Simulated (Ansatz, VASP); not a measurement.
## Two plane-wave programs on Bi

```
CELL_PARAMETERS angstrom
0.00000 2.46783 2.46783
2.46783 0.00000 2.46783
2.46783 2.46783 0.00000
ATOMIC_POSITIONS crystal
Bi 0.00000 0.00000 0.00000
```

Alike in both runs: functional PBEsol; k mesh 8 × 8 × 8; occupations gaussian, width 0.1 eV; no spin polarisation.

Ansatz relaxed the structure, and its values are those at the end. VASP's run is a single point on that final structure, the one shown.

```csv
,VASP,Ansatz
version,VASP 6.6.1,Ansatz 0.2.0
potentials or method,"VASP PAW PBE potentials, release 64 (Bi_d), cutoff 520 eV","scalar-relativistic, plane waves, PAW"
valence electrons in the cell,15,15
```

```csv
,VASP,Ansatz,Ansatz less VASP
gap on the k mesh at the Fermi level (eV),none,none,-
pressure (GPa),0.1,0.1,+0.01
```

VASP's potentials were made for PBE, not for PBEsol. A gap of «none» marks a metal or a gap that the smearing closes.

Spin-orbit coupling is off throughout.
